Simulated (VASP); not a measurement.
LiF: single point with PBE

LiF:

```
CELL_PARAMETERS angstrom
2.53409 0.00000 0.00000
0.00000 2.53409 0.00000
0.00000 0.00000 2.53409
ATOMIC_POSITIONS crystal
Li 0.00000 0.00000 0.00000
F 0.50000 0.50000 0.50000
```

```
Program             : VASP 6.6.1
Task                : single point
Functional          : PBE
Potentials or basis : VASP PAW PBE potentials, release 64 (Li_sv, F)
Cutoff              : 520 eV
k mesh              : 8 × 8 × 8
Occupations         : gaussian, width 0.01 eV
Spin                : no spin polarisation
```

```
Band gap on the k mesh : 7.76 eV (least direct gap 8.46 eV)
```

Levels at points of the mesh, in eV from the valence-band top:
```csv
k point,band 2,band 3,band 4,band 5,band 6,band 7,band 8,band 9
"(0.00, 0.00, 0.00)",-20.92,-0.70,-0.70,-0.70,7.76,19.02,19.02,21.25
"(0.50, 0.00, 0.00)",-20.43,-3.80,-0.29,-0.29,9.27,14.34,20.56,20.56
"(0.50, 0.50, 0.00)",-19.87,-3.38,-3.38,0.00,13.55,13.88,13.88,19.70
"(0.50, 0.50, 0.50)",-19.41,-2.34,-2.34,-2.34,11.20,11.20,11.20,24.57
```

Wall time 4 s on 1 thread of Intel(R) Xeon(R) Platinum 8559C (Emerald Rapids), on a shared host, peak memory 0.12 GiB.

 A k mesh can miss the band edges.
